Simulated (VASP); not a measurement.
Here is a VASP 6.6.1 calculation.

The input INCAR:

```
SYSTEM = Ni2H
PREC = Accurate
ENCUT = 520
EDIFF = 1E-6
ISMEAR = 0
SIGMA = 0.1
LREAL = .False.
LASPH = .True.
NELM = 150
ALGO = Normal
ISIF = 2
LWAVE = .False.
LCHARG = .True.
ISPIN = 2
MAGMOM = 0.16 0.16 0
LORBIT = 11
LMAXMIX = 4
GGA = CA
LELF = .True.
LVHAR = .True.
NBANDS = 22
```

KPOINTS

```
regular mesh
0
Gamma
  12 12 6
  0 0 0
```

File POSCAR:

```
Ni2H
1.0
    2.4854795281      0.0000000000      0.0000000000
   -1.2427397640      2.1524884120      0.0000000000
    0.0000000000      0.0000000000      4.1228977894
Ni H
2 1
Direct
    0.6666666667      0.3333333333      0.7680537661
    0.3333333333      0.6666666667      0.2879520282
    0.0000000000      0.0000000000      0.0279942057
```

Potentials or basis: VASP PAW LDA potentials, release 64 (Ni, H).

Run with:

```bash
$ cat potpaw_LDA.64/Ni/POTCAR potpaw_LDA.64/H/POTCAR > POTCAR
$ mpirun -np 1 vasp_std > vasp.out
```

**Question.** What does it give for the largest force?

**Answer.** 0.006 eV/Å.

**Question.** Estimate the net moment.

**Answer.** 0.00 μB per cell.

**Question.** What does it give for the pressure?

**Answer.** 0.0 GPa.

Forces in eV/Å, atoms in the order of the input:
```
Ni   0.000  0.000 -0.006
Ni   0.000  0.000  0.005
H    0.000  0.000  0.000
```
